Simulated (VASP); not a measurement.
# Mg (P-1) in VASP: a series of runs, part 2 of 2

VASP 6.6.1. The steps go on from the part before.

**3. Electric field gradients, PBEsol (equal xy, yz and zx shear strains of +1 %)**

File INCAR:

```
PREC = Accurate ; ENCUT = 520
EDIFF = 1E-8 ; ISMEAR = -1
SIGMA = 0.08 ; LREAL = F
LASPH = T ; NELM = 60
ALGO = Normal ; ISIF = 2
LWAVE = F ; LCHARG = F
GGA = PS ; LEFG = T
NBANDS = 9
```

File KPOINTS:

```
Automatic mesh
0
Gamma
  12 12 7
```

File POSCAR:

```
Mg
1.0
    3.2092715325      0.0160463577      0.0160463577
   -1.5907392128      2.7712874960      0.0058733745
    0.0260516500      0.0260516500      5.2103300000
Mg
2
Direct
    0.3333333333      0.6666666667      0.2500000000
    0.6666666667      0.3333333333      0.7500000000
```

Potentials or basis: VASP PAW PBE potentials, release 64 (Mg).

Run with:

```console
$ cat potpaw_PBE.64/Mg/POTCAR > POTCAR
$ mpirun -np 1 vasp_std > vasp.out
```

OUTCAR:

```text
PREC = Accurate
   ENCUT = 520
   EDIFF = 1E-8
   ISMEAR = -1
   LREAL = F
   LASPH = T
   NELM = 60
   ISIF = 2
   GGA = PS

 ion  position               nearest neighbor table
   1  0.333  0.667  0.250-   2 3.18   2 3.18   2 3.19   2 3.20   2 3.21   2 3.22
   2  0.667  0.333  0.750-   1 3.18   1 3.18   1 3.19   1 3.20   1 3.21   1 3.22

  LATTYP: Found a triclinic cell.
 ALAT       =     3.2232526051
 B/A-ratio  =     0.9913558883
 C/A-ratio  =     1.6165224681
 COS(alpha) =     0.0036852528
 COS(beta)  =     0.0136346634
 COS(gamma) =     0.5000188431

  Lattice vectors:

 A1 = (   1.6185323197,   2.7873338537,   0.0219197322)
 A2 = (  -1.5907392128,   2.7712874960,   0.0058733745)
 A3 = (   0.0260516500,   0.0260516500,   5.2103300000)

Analysis of symmetry for initial positions (statically):
=====================================================================
 Subroutine PRICEL returns:
 Original cell was already a primitive cell.

 Routine SETGRP: Setting up the symmetry group for a
 triclinic supercell.

 Subroutine GETGRP returns: Found  2 space group operations
 (whereof  2 operations were pure point group operations)
 out of a pool of  2 trial point group operations.

The static configuration has the point symmetry S_2 .

Analysis of symmetry for dynamics (positions and initial velocities):
=====================================================================
 Subroutine PRICEL returns:
 Original cell was already a primitive cell.

 Routine SETGRP: Setting up the symmetry group for a
 triclinic supercell.

 Subroutine GETGRP returns: Found  2 space group operations
 (whereof  2 operations were pure point group operations)
 out of a pool of  2 trial point group operations.

The dynamic configuration has the point symmetry S_2 .

 Subroutine INISYM returns: Found  2 space group operations
 (whereof  2 operations are pure point group operations),
 and found     1 'primitive' translations

----------------------------------------------------------------------------------------

                                     Primitive cell

  volume of cell :      46.4704

  direct lattice vectors                    reciprocal lattice vectors
     3.209271532  0.016046358  0.016046358     0.310717623  0.178359362 -0.002445385
    -1.590739213  2.771287496  0.005873375    -0.001790146  0.359819348 -0.001790146
     0.026051650  0.026051650  5.210330000    -0.000954905 -0.000954905  0.191935972

  length of vectors
     3.209351763  3.195390450  5.210460257     0.358278499  0.359828254  0.191940723

  position of ions in fractional coordinates (direct lattice)
     0.333333333  0.666666667  0.250000000
     0.666666667  0.333333333  0.750000000

  ion indices of the primitive-cell ions
   primitive index   ion index
                 1           1
                 2           2

----------------------------------------------------------------------------------------
[... 76 lines left out ...]
   ISIF   =      2    stress and relaxation
   ISYM   =      2    0-nonsym 1-usesym 2-fastsym
   POTIM  = 0.5000    time-step for ionic-motion
   TEBEG  =    0.0;   TEEND  =   0.0 temperature during run
   PSTRESS=    0.0 pullay stress
   NELECT =       4.0000    total number of electrons
   NUPDOWN=      -1.0000    fix difference up-down
   EMIN   =  10.00;   EMAX   =-10.00  energy-range for DOS
   EFERMI =   0.00;   METHOD = LEGACY
   ISMEAR =    -1;   SIGMA  =   0.08  broadening in eV -4-tet -1-fermi 0-gaus
   EFERMI_NEDOS =   21; number of points for ismear=-14 and -15
   IALGO  =     38    algorithm
   IMIX   =      4    mixing-type and parameters
     AMIX     =   0.40;   BMIX     =  1.00
     AMIX_MAG =   1.60;   BMIX_MAG =  1.00
  volume/ion in A,a.u.               =      23.24       156.80
  Fermi-wavevector in a.u.,A,eV,Ry     =   0.722830  1.365950  7.108812  0.522483
  Thomas-Fermi vector in A             =   1.812892
   LORBIT       =      0    0 simple, 1 ext, 2 COOP (PROOUT), +10 PAW based schemes
   GGA     = PS    functional components
   LHFCALC =     F    Hartree Fock is set to
   AEXX    =    0.0000 exact exchange contribution
   IVDW    =     0    specifies the selected vdW correction
   LEPSILON=     F    determine dielectric tensor
   LRPA    =     F    only Hartree local field effects (RPA)
 non-spin polarized calculation
  energy-cutoff  :      520.00
  volume of cell :       46.47
 maximum number of plane-waves:      1275
   NGX = 11   NGY = 11   NGZ = 19

 number of electron       4.0000000 magnetization

 Free energy of the ion-electron system (eV)
  ---------------------------------------------------
  ext. energy  EPLUGINS =         0.00000000
  ---------------------------------------------------
  free energy    TOTEN  =        -3.45007520 eV

  energy without entropy =       -3.43196611  energy(sigma->0) =       -3.44102066

 E-fermi :   2.4897     XC(G=0):  -8.4959

 val. band max:        2.4872335690   @ k =   0.5000   0.0833   0.2857
 cond. band min:       2.4934957520   @ k =   0.5000  -0.4167   0.4286
 fundamental gap:      0.0062621830
 Fermi energy:         2.4897434808

 k-point     1 :       0.0000    0.0000    0.0000
  band No.  band energies     occupation
      1      -4.3473      2.00000
      2       0.8643      2.00000
      3       1.2923      2.00000
      4      13.2764      0.00000
      5      13.3812      0.00000
      6      13.4948      0.00000
      7      13.5682      0.00000
      8      14.2900      0.00000
      9      15.8580      0.00000
[... 265 lines left out ...]
 k-point    24 :       0.3333    0.1667   -0.0000
  band No.  band energies     occupation
      1      -0.6585      2.00000
      2       2.3737      1.62005
      3       4.2837      0.00000
      4       4.7502      0.00000
      5       5.8955      0.00000
      6       7.3157      0.00000
      7       8.4664      0.00000
      8      10.4873      0.00000
      9      11.4532      0.00000

 [... further k-points ...]
[... 5 lines left out ...]
  --------------------------------------------------------------------------------------
  -------------------------------------------------------------------------------------
  Total       -0.2661868     -0.2660343     -0.4802880     -0.0438313     -0.0512930     -0.0514643
  in kB       -9.1774227     -9.1721647    -16.5590706     -1.5111900     -1.7684472     -1.7743550
  external PRESSURE =     -11.6362193 kB  Pullay stress =       0.0000000 kB

 VOLUME and BASIS-vectors are now :
 -----------------------------------------------------------------------------
  energy-cutoff  :      520.00
  volume of cell :       46.47
      direct lattice vectors                 reciprocal lattice vectors
     3.209271532  0.016046358  0.016046358     0.310717623  0.178359362 -0.002445385
    -1.590739213  2.771287496  0.005873375    -0.001790146  0.359819348 -0.001790146
     0.026051650  0.026051650  5.210330000    -0.000954905 -0.000954905  0.191935972

 POSITION                                       TOTAL-FORCE (eV/Angst)
 -----------------------------------------------------------------------------------
      0.01578      1.85939      1.31185        -0.006551      0.000045      0.000358
      1.62881      0.95400      3.92040         0.006551     -0.000045     -0.000358
 -----------------------------------------------------------------------------------
    total drift:                                0.000000     -0.000000     -0.000000

  FREE ENERGIE OF THE ION-ELECTRON SYSTEM (eV)
  ---------------------------------------------------
  free  energy   TOTEN  =        -3.4500752042 eV

  energy  without entropy=       -3.4319661088  energy(sigma->0) =       -3.44102066

 Electric field gradients (V/A^2)
---------------------------------------------------------------------
 ion       V_xx      V_yy      V_zz      V_xy      V_xz      V_yz
---------------------------------------------------------------------
   1      -0.455    -0.468     0.923     0.270     0.252     0.251
   2      -0.455    -0.468     0.923     0.270     0.252     0.251
---------------------------------------------------------------------

 Electric field gradients after diagonalization (V/A^2)
 (convention: |V_zz| > |V_xx| > |V_yy|)
----------------------------------------------------------------------
 ion       V_xx      V_yy      V_zz     asymmetry (V_yy - V_xx)/ V_zz
----------------------------------------------------------------------
   1      -0.731    -0.296     1.027       0.424
   2      -0.731    -0.296     1.027       0.424
----------------------------------------------------------------------

           NMR quadrupolar parameters

 Cq : quadrupolar parameter    Cq=e*Q*V_zz/h
 eta: asymmetry parameters     (V_yy - V_xx)/ V_zz
 Q  : nuclear electric quadrupole moment in mb (millibarn)
----------------------------------------------------------------------
 ion       Cq(MHz)       eta       Q (mb)
----------------------------------------------------------------------
   1       0.002       0.424       1.000
   2       0.002       0.424       1.000
----------------------------------------------------------------------
```

OSZICAR:

```text
N       E                     dE             d eps       ncg     rms          rms(c)
DAV:   1    -0.784203430691E+00   -0.78420E+00   -0.13004E+03  9108   0.315E+02
DAV:   2    -0.343065829436E+01   -0.26465E+01   -0.25545E+01 12099   0.266E+01
DAV:   3    -0.347010625581E+01   -0.39448E-01   -0.39205E-01 11551   0.271E+00
DAV:   4    -0.347023388526E+01   -0.12763E-03   -0.12762E-03 11725   0.151E-01
DAV:   5    -0.347023449265E+01   -0.60738E-06   -0.60730E-06 11223   0.994E-03    0.969E-01
DAV:   6    -0.345973349162E+01    0.10501E-01   -0.65193E-04 10485   0.163E-01    0.617E-01
DAV:   7    -0.345007000853E+01    0.96635E-02   -0.27008E-03  9548   0.296E-01    0.321E-02
DAV:   8    -0.345007581352E+01   -0.58050E-05   -0.20358E-05 13149   0.275E-02    0.644E-03
DAV:   9    -0.345007538872E+01    0.42480E-06   -0.92538E-07 10082   0.406E-03    0.569E-04
DAV:  10    -0.345007523865E+01    0.15007E-06   -0.49167E-09 12211   0.370E-04    0.171E-04
DAV:  11    -0.345007520919E+01    0.29455E-07   -0.37326E-10  5842   0.135E-04    0.133E-05
DAV:  12    -0.345007520424E+01    0.49497E-08   -0.27495E-11  5273   0.201E-05
   1 F= -.34500752E+01 E0= -.34410207E+01  d E =-.181091E-01
```

stdout:

```text
POSCAR found type information on POSCAR Mg
 POSCAR found :  1 types and       2 ions
 scaLAPACK will be used
 -----------------------------------------------------------------------------
[... 27 lines left out ...]
     0.0000464    -0.0164145    -0.0122876    -0.0132523    -0.0123000    -0.0003790
     0.0000638    -0.0164145    -0.0122876    -0.0132523    -0.0123000    -0.0003790
     0.0000879    -0.0164145    -0.0122876    -0.0132523    -0.0123000    -0.0003790

     0.0000337    -0.2587224    -0.2399899    -0.7178759    -0.2408102    -0.0058461
     0.0000464    -0.2587222    -0.2399898    -0.7178754    -0.2408100    -0.0058461
     0.0000638    -0.2587219    -0.2399895    -0.7178746    -0.2408097    -0.0058461
     0.0000879    -0.2587215    -0.2399890    -0.7178733    -0.2408093    -0.0058461
```

Run time: 84 s. Hardware: 1 thread of AMD EPYC 9R45 (Zen 5), shared host; peak memory 0.29 GiB.

What came out:

| Quantity | Value |
| --- | --- |
| Free energy | -3.4501 eV |
| Pressure | -1.2 GPa |
| Largest force | 0.007 eV/Å |
| Band gap on the k mesh | zero (bands 2 and 3 overlap by 2.24 eV) |
| Largest electric field gradient by atom | Mg +1.0 V/Å² |

Forces in eV/Å, atoms in the order of the input:
```
Mg  -0.007  0.000  0.000
Mg   0.007  0.000  0.000
```

Stress tensor (GPa, compression positive):
```
-0.92 -0.15 -0.18
-0.15 -0.92 -0.18
-0.18 -0.18 -1.66
```

Levels at points of the mesh, in eV from the Fermi level:
| k point | band 1 | band 2 | band 3 | band 4 | band 5 |
| --- | --- | --- | --- | --- | --- |
| (0.00, 0.00, 0.00) | -6.84 | -1.63 | -1.20 | 10.79 | 10.89 |
| (0.50, 0.00, 0.00) | -2.12 | -2.11 | 2.61 | 3.00 | 3.28 |
| (0.00, 0.50, 0.00) | -2.08 | -2.08 | 2.67 | 3.04 | 3.30 |
| (0.50, 0.50, 0.00) | -2.05 | -2.03 | 2.73 | 3.08 | 3.32 |

Electric field gradients, principal values (V/Å²):
| atom | least | middle | greatest (by size) |
| --- | --- | --- | --- |
| 1 Mg | -0.296 | -0.731 | 1.027 |
| 2 Mg | -0.296 | -0.731 | 1.027 |

Caveat: the cell differs from its parent crystal (equal xy, yz and zx shear strains of +1 %); without QUAD_EFG the Cq values of the log hold for a quadrupole moment of 1 mb, not for the nuclei; the PAW data sets were made with another functional, which shifts forces and pressure a little.
